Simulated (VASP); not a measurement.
# Cr (Im-3m) in VASP: a series of runs

Aim: see how the results for Cr move with the level of theory and the settings. Levels: LDA, BLYP, RPBE+U. Tasks: single point.

Everything below comes from runs of VASP 6.6.1. Logs are shortened: lines on timing, memory, paths and dates and some standing lists are left out, and cuts for length are marked.

## Step 1: The cell of the first run

It takes space group Im-3m (No. 229, cubic). Conventional cell: a = 2.969 Å, b = 2.969 Å, c = 2.969 Å, α = 90.00°, β = 90.00°, γ = 90.00°. Cr (site symmetry m-3m) has 14 Cr at 2.57 to 2.97 Å within 3.4 Å.

## Step 2: Single point, LDA, collinear spin, ferromagnetic start

POSCAR reads:

```
Cr
1.0
   -1.4844496776      1.4844496776      1.4844496776
    1.4844496776     -1.4844496776      1.4844496776
    1.4844496776      1.4844496776     -1.4844496776
Cr
1
Direct
    0.0000000000      0.0000000000      0.0000000000
```

INCAR.step1 reads:

```
  ALGO = Normal
  EDIFF = 1E-6
  ENCUT = 520
  GGA = CA
  GGA_COMPAT = F
  ISIF = 2
  ISMEAR = -1
  ISPIN = 2
  LASPH = T
  LCHARG = T
  LMAXMIX = 4
  LORBIT = 11
  LREAL = F
  LWAVE = F
  MAGMOM = 3
  NBANDS = 17
  NEDOS = 2001
  NELM = 200
  PREC = Accurate
  SIGMA = 0.05
```

KPOINTS.step1 reads:

```
k-points
0
Gamma
  7 7 7
```

INCAR.step2 reads:

```
  ALGO = Normal
  EDIFF = 1E-6
  ENCUT = 520
  GGA = CA
  GGA_COMPAT = F
  ICHARG = 11
  ISIF = 2
  ISMEAR = -5
  ISPIN = 2
  LASPH = T
  LCHARG = F
  LMAXMIX = 4
  LORBIT = 11
  LREAL = F
  LWAVE = F
  MAGMOM = 3
  NEDOS = 1001
  NELM = 200
  PREC = Accurate
  SIGMA = 0.05
```

KPOINTS.step2 reads:

```
k-points
0
Gamma
  11 11 11
```

Potentials or basis: VASP PAW LDA potentials, release 64 (Cr_sv).

Run with:

```console
> cat potpaw_LDA.64/Cr_sv/POTCAR > POTCAR
> cp INCAR.step1 INCAR
> cp KPOINTS.step1 KPOINTS
> mpirun -np 1 vasp_std > vasp.out
> cp INCAR.step2 INCAR
> cp KPOINTS.step2 KPOINTS
> mpirun -np 1 vasp_std > vasp.out
```

OUTCAR:

```text
EDIFF = 1E-6
   ENCUT = 520
   GGA = CA
   ICHARG = 11
   ISIF = 2
   ISMEAR = -5
   ISPIN = 2
   LASPH = T
   LORBIT = 11
   LREAL = F
   NELM = 200
   PREC = Accurate

 ion  position               nearest neighbor table
   1  0.000  0.000  0.000-

  LATTYP: Found a body centered cubic cell.
 ALAT       =     2.9688993552

  Lattice vectors:

 A1 = (  -1.4844496776,   1.4844496776,   1.4844496776)
 A2 = (   1.4844496776,  -1.4844496776,   1.4844496776)
 A3 = (   1.4844496776,   1.4844496776,  -1.4844496776)

Analysis of symmetry for initial positions (statically):
=====================================================================
 Subroutine PRICEL returns:
 Original cell was already a primitive cell.

 Routine SETGRP: Setting up the symmetry group for a
 body centered cubic supercell.

 Subroutine GETGRP returns: Found 48 space group operations
 (whereof 48 operations were pure point group operations)
 out of a pool of 48 trial point group operations.

The static configuration has the point symmetry O_h .

Analysis of symmetry for dynamics (positions and initial velocities):
=====================================================================
 Subroutine PRICEL returns:
 Original cell was already a primitive cell.

 Routine SETGRP: Setting up the symmetry group for a
 body centered cubic supercell.

 Subroutine GETGRP returns: Found 48 space group operations
 (whereof 48 operations were pure point group operations)
 out of a pool of 48 trial point group operations.

The dynamic configuration has the point symmetry O_h .

Analysis of structural, dynamic, and magnetic symmetry:
=====================================================================
 Subroutine PRICEL returns:
 Original cell was already a primitive cell.

 Routine SETGRP: Setting up the symmetry group for a
 body centered cubic supercell.

 Subroutine GETGRP returns: Found 48 space group operations
 (whereof 48 operations were pure point group operations)
 out of a pool of 48 trial point group operations.

The overall configuration has the point symmetry O_h .

 Subroutine INISYM returns: Found 48 space group operations
 (whereof 48 operations are pure point group operations),
 and found     1 'primitive' translations

----------------------------------------------------------------------------------------

                                     Primitive cell

  volume of cell :      13.0845

  direct lattice vectors                    reciprocal lattice vectors
    -1.484449678  1.484449678  1.484449678     0.000000000  0.336825160  0.336825160
     1.484449678 -1.484449678  1.484449678     0.336825160  0.000000000  0.336825160
     1.484449678  1.484449678 -1.484449678     0.336825160  0.336825160  0.000000000

  length of vectors
     2.571142263  2.571142263  2.571142263     0.476342709  0.476342709  0.476342709

  position of ions in fractional coordinates (direct lattice)
     0.000000000  0.000000000  0.000000000

  ion indices of the primitive-cell ions
   primitive index   ion index
                 1           1

----------------------------------------------------------------------------------------

 KPOINTS: k-points

Automatic generation of k-mesh.
 Grid dimensions read from file:
 generate k-points for:   11   11   11

 Generating k-lattice:

  Cartesian coordinates                     Fractional coordinates (reciprocal lattice)
     0.000000000  0.030620469  0.030620469     0.090909091  0.000000000  0.000000000
     0.030620469  0.000000000  0.030620469     0.000000000  0.090909091  0.000000000
     0.030620469  0.030620469  0.000000000     0.000000000  0.000000000  0.090909091

  Length of vectors
     0.043303883  0.043303883  0.043303883

  Shift w.r.t. Gamma in fractional coordinates (k-lattice)
     0.000000000  0.000000000  0.000000000

 TETIRR: Found   1471 inequivalent tetrahedra from     7986

 Subroutine IBZKPT returns following result:
 ===========================================

 Found     56 irreducible k-points:

 Following reciprocal coordinates:
            Coordinates               Weight
  0.000000  0.000000  0.000000      1.000000
  0.090909  0.000000  0.000000     12.000000
  0.181818  0.000000  0.000000     12.000000
  0.272727  0.000000  0.000000     12.000000
  0.363636  0.000000  0.000000     12.000000
  0.454545  0.000000  0.000000     12.000000
[... 16 lines left out ...]
  0.272727  0.181818  0.090909     48.000000
  0.363636  0.181818  0.090909     24.000000
 [... further k-points ...]
   k-points           NKPTS =     56   k-points in BZ     NKDIM =     56   number of bands    NBANDS=     13
   number of dos      NEDOS =   1001   number of ions     NIONS =      1
   total plane-waves  NPLWV =   8000
   dimension x,y,z NGX =    20 NGY =   20 NGZ =   20
   dimension x,y,z NGXF=    40 NGYF=   40 NGZF=   40
   ions per type =               1
   NGX,Y,Z   is equivalent  to a cutoff of  12.93, 12.93, 12.93 a.u.
[... 81 lines left out ...]
     13      33.0660      0.00000

 k-point     2 :       0.0909    0.0000    0.0000
  band No.  band energies     occupation
      1     -59.3671      1.00000
      2     -30.8062      1.00000
      3     -30.7712      1.00000
      4     -30.7542      1.00000
      5       4.5992      1.00000
      6      10.7796      1.00000
      7      10.8719      1.00000
      8      11.1036      1.02597
      9      12.4777      0.00000
     10      12.6046      0.00000
     11      32.0002      0.00000
     12      32.8465      0.00000
     13      33.1815      0.00000
[... 321 lines left out ...]
 k-point    23 :       0.2727    0.1818    0.0909
  band No.  band energies     occupation
      1     -59.2449      1.00000
      2     -31.2764      1.00000
      3     -30.9970      1.00000
      4     -30.8502      1.00000
      5       8.7939      1.00000
      6       9.5358      1.00000
      7      10.1879      1.00002
      8      12.6928      0.00000
      9      12.8890      0.00000
     10      16.1285      0.00000
     11      21.9820      0.00000
     12      24.2660      0.00000
     13      26.9614      0.00000

 k-point    24 :       0.3636    0.1818    0.0909
  band No.  band energies     occupation
      1     -59.2374      1.00000
      2     -31.2778      1.00000
      3     -31.0401      1.00000
      4     -30.8541      1.00000
      5       8.7794      1.00000
      6       9.4880      1.00000
      7      10.5656      1.00062
      8      12.7516      0.00000
      9      12.9130      0.00000
     10      17.2626      0.00000
     11      20.2268      0.00000
     12      23.9340      0.00000
     13      26.6352      0.00000

 [... further k-points ...]

 spin component 2

 k-point     1 :       0.0000    0.0000    0.0000
  band No.  band energies     occupation
      1     -59.3776      1.00000
      2     -30.7554      1.00000
      3     -30.7554      1.00000
      4     -30.7554      1.00000
      5       4.2750      1.00000
      6      10.8943      1.00000
      7      10.8943      1.00000
      8      10.8943      1.00000
      9      12.5942      0.00000
     10      12.5942      0.00000
     11      33.0660      0.00000
     12      33.0660      0.00000
     13      33.0660      0.00000

 k-point     2 :       0.0909    0.0000    0.0000
  band No.  band energies     occupation
      1     -59.3671      1.00000
      2     -30.8062      1.00000
      3     -30.7712      1.00000
      4     -30.7542      1.00000
      5       4.5992      1.00000
      6      10.7796      1.00000
      7      10.8719      1.00000
      8      11.1036      1.02598
      9      12.4777      0.00000
     10      12.6046      0.00000
     11      32.0002      0.00000
     12      32.8465      0.00000
     13      33.1815      0.00000
[... 321 lines left out ...]
 k-point    23 :       0.2727    0.1818    0.0909
  band No.  band energies     occupation
      1     -59.2449      1.00000
      2     -31.2764      1.00000
      3     -30.9970      1.00000
      4     -30.8502      1.00000
      5       8.7939      1.00000
      6       9.5358      1.00000
      7      10.1879      1.00002
      8      12.6928      0.00000
      9      12.8890      0.00000
     10      16.1285      0.00000
     11      21.9821      0.00000
     12      24.2660      0.00000
     13      26.9614      0.00000

 k-point    24 :       0.3636    0.1818    0.0909
  band No.  band energies     occupation
      1     -59.2374      1.00000
      2     -31.2778      1.00000
      3     -31.0401      1.00000
      4     -30.8541      1.00000
      5       8.7795      1.00000
      6       9.4880      1.00000
      7      10.5656      1.00062
      8      12.7516      0.00000
      9      12.9130      0.00000
     10      17.2626      0.00000
     11      20.2269      0.00000
     12      23.9341      0.00000
     13      26.6353      0.00000

 [... further k-points ...]

------------------------ aborting loop because EDIFF is reached ----------------------------------------

  FORCE on cell =-STRESS in cart. coord.  units (eV):
  Direction    XX          YY          ZZ          XY          YZ          ZX
  --------------------------------------------------------------------------------------
  -------------------------------------------------------------------------------------
  Total       -4.5312073     -4.5312073     -4.5312073      0.0000000      0.0000000     -0.0000000
  in kB     -554.8404033   -554.8404033   -554.8404033      0.0000000      0.0000000     -0.0000000
  external PRESSURE =    -554.8404033 kB  Pullay stress =       0.0000000 kB

 VOLUME and BASIS-vectors are now :
 -----------------------------------------------------------------------------
  energy-cutoff  :      520.00
  volume of cell :       13.08
      direct lattice vectors                 reciprocal lattice vectors
    -1.484449678  1.484449678  1.484449678     0.000000000  0.336825160  0.336825160
     1.484449678 -1.484449678  1.484449678     0.336825160  0.000000000  0.336825160
     1.484449678  1.484449678 -1.484449678     0.336825160  0.336825160  0.000000000

 POSITION                                       TOTAL-FORCE (eV/Angst)
 -----------------------------------------------------------------------------------
      0.00000      0.00000      0.00000         0.000000     -0.000000     -0.000000
 -----------------------------------------------------------------------------------
    total drift:                                0.000000      0.000000      0.000000

  FREE ENERGIE OF THE ION-ELECTRON SYSTEM (eV)
  ---------------------------------------------------
  free  energy   TOTEN  =       -10.3632433046 eV

  energy  without entropy=      -10.3632433046  energy(sigma->0) =      -10.36324330

 total charge

# of ion       s       p       d       tot
------------------------------------------
    1        2.167   6.001   3.493  11.661

 magnetization (x)

# of ion       s       p       d       tot
------------------------------------------
    1        0.000   0.000   0.000   0.000
```

It took 27 s on 1 thread of AMD EPYC 7R43 (Zen 3), shared host; peak memory 0.1 GiB.

Results:

| Quantity | Value |
| --- | --- |
| Net moment | 0.00 μB per cell |
| Valence electrons inside the program's atomic spheres | Cr 11.66 |

Levels at points of the mesh, in eV from the Fermi level:
Spin up:
| k point | band 4 | band 5 | band 6 | band 7 | band 8 | band 9 | band 10 | band 11 |
| --- | --- | --- | --- | --- | --- | --- | --- | --- |
| (0.00, 0.00, 0.00) | -42.41 | -7.38 | -0.76 | -0.76 | -0.76 | 0.94 | 0.94 | 21.41 |
Spin down:
| k point | band 5 | band 6 | band 7 | band 8 | band 9 | band 10 |
| --- | --- | --- | --- | --- | --- | --- |
| (0.00, 0.00, 0.00) | -7.38 | -0.76 | -0.76 | -0.76 | 0.94 | 0.94 |

Caveat: the k points lie up to 0.43 Å⁻¹ apart; the moments typed at the start vanished in this run.

## Step 3: Single point, BLYP, collinear spin, ferromagnetic start

POSCAR is that of step 2.

INCAR.step1 reads:

```
PREC     = Accurate       # precision mode
ENCUT    = 520            # plane-wave cutoff, eV
EDIFF    = 1E-6           # SCF threshold, eV
ISMEAR   = -1             # smearing method
SIGMA    = 0.05           # smearing width, eV
LREAL    = False          # projectors in reciprocal space
LASPH    = True           # aspherical terms in the spheres
NELM     = 200            # most SCF steps
ALGO     = Normal         # electronic algorithm
ISIF     = 2              # what is computed and relaxed
LWAVE    = False          # write WAVECAR
LCHARG   = True           # write CHGCAR
ISPIN    = 2              # spin polarisation
MAGMOM   = 3              # initial moments
LMAXMIX  = 4              # l up to which the mixer works
GGA      = B5             # functional
ALDAX    = 1.0          
AGGAX    = 1.0          
AGGAC    = 1.0          
ALDAC    = 0.0          
NBANDS   = 17             # bands
GGA_COMPAT= False        
NEDOS    = 2001           # points of the DOS
LORBIT   = 11             # projections on sites
```

KPOINTS.step1 reads:

```
regular mesh
0
Gamma
  7 7 7
```

INCAR.step2 reads:

```
PREC     = Accurate       # precision mode
ENCUT    = 520            # plane-wave cutoff, eV
EDIFF    = 1E-6           # SCF threshold, eV
ISMEAR   = -5             # smearing method
SIGMA    = 0.05           # smearing width, eV
LREAL    = False          # projectors in reciprocal space
LASPH    = True           # aspherical terms in the spheres
NELM     = 200            # most SCF steps
ALGO     = Normal         # electronic algorithm
ISIF     = 2              # what is computed and relaxed
LWAVE    = False          # write WAVECAR
LCHARG   = False          # write CHGCAR
ISPIN    = 2              # spin polarisation
MAGMOM   = 3              # initial moments
LORBIT   = 11             # projections on sites
LMAXMIX  = 4              # l up to which the mixer works
GGA      = B5             # functional
ALDAX    = 1.0          
AGGAX    = 1.0          
AGGAC    = 1.0          
ALDAC    = 0.0          
NEDOS    = 2001           # points of the DOS
ICHARG   = 11             # starting density
GGA_COMPAT= False
```

KPOINTS.step2 reads:

```
regular mesh
0
Gamma
  11 11 11
```

Potentials or basis: VASP PAW PBE potentials, release 64 (Cr_sv).

Run with:

```console
> cat potpaw_PBE.64/Cr_sv/POTCAR > POTCAR
> cp INCAR.step1 INCAR
> cp KPOINTS.step1 KPOINTS
> mpirun -np 1 vasp_std > vasp.out
> cp INCAR.step2 INCAR
> cp KPOINTS.step2 KPOINTS
> mpirun -np 1 vasp_std > vasp.out
```

Wall time 36 s (1 thread of AMD EPYC 7R43 (Zen 3), shared host); peak memory 0.1 GiB.

Results (log left out):

* Net moment: 0.00 μB per cell
* Valence electrons inside the program's atomic spheres: Cr 11.70

Levels at points of the mesh, in eV from the Fermi level:
Spin up:
```tsv
k point	band 4	band 5	band 6	band 7	band 8	band 9	band 10	band 11
(0.00, 0.00, 0.00)	-42.65	-7.23	-0.81	-0.81	-0.81	1.01	1.01	21.60
```
Spin down:
| k point | band 3 | band 4 | band 5 | band 6 | band 7 | band 8 | band 9 | band 10 | band 11 | band 12 |
| --- | --- | --- | --- | --- | --- | --- | --- | --- | --- | --- |
| (0.00, 0.00, 0.00) | -42.65 | -42.65 | -7.23 | -0.81 | -0.81 | -0.81 | 1.01 | 1.01 | 21.60 | 21.60 |

Caveat: the k points lie up to 0.43 Å⁻¹ apart; the moments typed at the start vanished in this run; the PAW data sets were made with another functional, which shifts forces and pressure a little.

## Step 4: Single point, RPBE+U, collinear spin, ferromagnetic start

This run uses another cell than the first one, of 23.61 Å³/atom.

INCAR reads:

```
PREC     = Accurate       # precision mode
ENCUT    = 700            # plane-wave cutoff, eV
EDIFF    = 1E-6           # SCF threshold, eV
ISMEAR   = 1              # smearing method
SIGMA    = 0.15           # smearing width, eV
LREAL    = F              # projectors in reciprocal space
LASPH    = T              # aspherical terms in the spheres
NELM     = 200            # most SCF steps
ALGO     = Normal         # electronic algorithm
ISIF     = 2              # what is computed and relaxed
LWAVE    = F              # write WAVECAR
LCHARG   = F              # write CHGCAR
ISPIN    = 2              # spin polarisation
MAGMOM   = 3              # initial moments
LORBIT   = 11             # projections on sites
LMAXMIX  = 4              # l up to which the mixer works
LDAU     = T              # DFT+U
LDAUTYPE = 2            
LDAUL    = 2              # shell
LDAUU    = 3.5            # U, eV
LDAUJ    = 0            
LDAUPRINT= 1            
GGA      = RP             # functional
NBANDS   = 17             # bands
GGA_COMPAT= F
```

KPOINTS reads:

```
regular mesh
0
Gamma
  12 12 12
```

POSCAR reads:

```
Cr
1.0
   -1.8073093760      1.8073093760      1.8073093760
    1.8073093760     -1.8073093760      1.8073093760
    1.8073093760      1.8073093760     -1.8073093760
Cr
1
Direct
    0.0000000000      0.0000000000      0.0000000000
```

Run with:

```console
> cat potpaw_PBE.64/Cr_sv/POTCAR > POTCAR
> mpirun -np 1 vasp_std > vasp.out
```

Run time: 2 min. Hardware: 1 thread of Intel Xeon Platinum 8375C at 2.90GHz (Ice Lake), shared host; peak memory 0.2 GiB.

Results (log left out):

```yaml
Free_energy: -5.7283 eV
Pressure: -2.2 GPa
Net_moment: 4.78 μB per cell
Site_moments: Cr +3.82 μB
Valence_electrons_inside_the_program's_atomic_spheres: Cr 11.87
```

Levels at points of the mesh, in eV from the Fermi level:
Spin up:
| k point | band 5 | band 6 | band 7 | band 8 | band 9 | band 10 | band 11 | band 12 | band 13 | band 14 |
| --- | --- | --- | --- | --- | --- | --- | --- | --- | --- | --- |
| (0.00, 0.00, 0.00) | -6.31 | -1.47 | -1.47 | -1.47 | -0.88 | -0.88 | 15.51 | 15.51 | 15.51 | 17.80 |
| (0.50, 0.00, 0.00) | -3.19 | -2.05 | -0.86 | -0.79 | -0.57 | -0.04 | 3.00 | 10.81 | 10.84 | 13.99 |
| (0.50, 0.50, 0.50) | -2.87 | -2.87 | -0.19 | -0.19 | -0.19 | 4.91 | 4.91 | 4.91 | 9.20 | 9.20 |
Spin down:
```tsv
k point	band 2	band 3	band 4	band 5	band 6	band 7	band 8	band 9	band 10
(0.00, 0.00, 0.00)	-39.02	-39.02	-39.02	-4.69	4.27	4.27	4.27	5.42	5.42
(0.50, 0.00, 0.00)	-39.12	-39.06	-39.02	0.16	0.86	3.20	5.34	5.68	6.35
(0.50, 0.50, 0.50)	-39.09	-39.09	-39.09	1.55	1.55	6.14	6.14	6.14	6.75
```

Eigenvalues of the final occupation matrices:
| site | spin | trace | eigenvalues |
| --- | --- | --- | --- |
| site 1 d | 1 | 3.83 | 0.74 0.74 0.74 0.80 0.80 |
| site 1 d | 2 | 0.02 | 0.00 0.00 0.00 0.00 0.00 |

Caveat: the PAW data sets were made with another functional, which shifts forces and pressure a little; the U is typed as a test and isn't derived for this compound. The state reached can hang on the start; a lower one may exist.
